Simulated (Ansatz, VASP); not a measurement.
One calculation of Sn, two programs

INCAR

```
SYSTEM = Sn
  PREC = Accurate
  ENCUT = 520
  EDIFF = 1E-7
  ISMEAR = -1
  SIGMA = 0.05
  LREAL = .False.
  LASPH = .True.
  NELM = 100
  ALGO = Normal
  ISIF = 2
  LWAVE = .False.
  LCHARG = .True.
  GGA = PS
  LELF = .True.
  LVHAR = .True.
  NBANDS = 21
```

Contents of KPOINTS:

```
regular mesh
0
Gamma
  11 11 11
  0 0 0
```

The input POSCAR:

```
Sn
1.0
    0.0649120000      3.2780560000      3.2780560000
    3.2780560000      0.0649120000      3.2780560000
    3.2780560000      3.2780560000      0.0649120000
Sn
2
Direct
    0.5000000000      0.5000000000      0.5000000000
    0.7500000000      0.7500000000      0.7500000000
```

Input for Ansatz:

```yaml
crystal:
  lattice:
    - [0.064912, 3.278056, 3.278056]
    - [3.278056, 0.064912, 3.278056]
    - [3.278056, 3.278056, 0.064912]
  atoms:
    - { symbol: Sn, position: [0.5, 0.5, 0.5] }
    - { symbol: Sn, position: [0.75, 0.75, 0.75] }
kpoints:
  mp_grid: { grid: [11, 11, 11] }
  band_path:
    path:
      - [0.0, 0.0, 0.0]
      - [0.5, 0.5, 0.5]
      - [0.2451701269, 0.5, 0.7548298731]
      - [-0.2451701269, 0.2451701269, 0.5]
      - [0.0, 0.0, 0.5]
      - [0.0, 0.0, 0.0]
      - [-0.3725850634, 0.0, 0.3725850634]
      - [0.0, 0.3725850634, 0.6274149366]
      - [0.0, 0.5, 0.5]
    npoints: 5
scf:
  occupations: { method: fermi_dirac, width: 0.05 }
hamiltonian:
  xc: pbesol
  pseudopotentials: { kind: all_electron, lapw: { basis_error: 0.001 } }
output:
  forces: true
  stress: true
  eigenvalues: true
```

Change from the starting cell: equal xy, yz and zx shear strains of +2 %.

Alike in both runs: task single point; functional PBEsol; k mesh 11 × 11 × 11; occupations fermi-dirac, width 0.05 eV; no spin polarisation.

|  | VASP | Ansatz |
| --- | --- | --- |
| version | VASP 6.6.1 | Ansatz 0.2.0 |
| potentials or method | VASP PAW PBE potentials, release 64 (Sn_d), cutoff 520 eV | all-electron LAPW, scalar-relativistic |

Ansatz gave:

* pressure (GPa): 1.1
* traceless stress, the component that is largest in VASP (GPa): -0.98
* rms of the force components (eV/Å): 0.168

Task: Which values does VASP return?

Result: Pressure (GPa): 1.0; traceless stress, the component that is largest in VASP (GPa): -0.98; rms of the force components (eV/Å): 0.167.

VASP's potentials were made for PBE, not for PBEsol. Atom by atom the forces differ by 0.000 eV/Å (rms over components). Ansatz ran all-electron here, and VASP with PAW potentials.
